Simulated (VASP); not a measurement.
Ru2F, 6 atoms in the cell. The typed cell holds 6 atoms: a = 2.649 Å, b = 4.790 Å, c = 6.426 Å, α = 76.81°, β = 87.42°, γ = 88.52°. 

```yaml
Program: VASP 6.6.1
Task: single point
Functional: PBE
Potentials_or_basis: VASP PAW PBE potentials, release 64 (Ru_pv, F)
Cutoff: 600 eV
k_mesh: 6 × 4 × 4
Occupations: gaussian, width 0.1 eV
Spin: collinear spin, ferromagnetic start
Starting_moments: "[1.0, 1.0, 1.0, 1.0, 0.0, 0.0] μB"
Dipole_correction: no
Further_INCAR_settings: ALGO = Normal; EDIFF = 1e-06; NBANDS = 48
```

Potentials or basis: VASP PAW PBE potentials, release 64 (Ru_pv, F).

Command:

```console
$ cat potpaw_PBE.64/Ru_pv/POTCAR potpaw_PBE.64/F/POTCAR > POTCAR
$ mpirun -np 1 vasp_std > vasp.out
```

Hardware: 1 thread of Intel(R) Xeon(R) Platinum 8488C (Sapphire Rapids), on a shared host.

Task: Estimate the wall time of this run.

Result: It took 8.8 min on 1 thread of Intel(R) Xeon(R) Platinum 8488C (Sapphire Rapids), on a shared host, peak memory 0.47 GiB. Counts: scf iterations 15, k points 52.
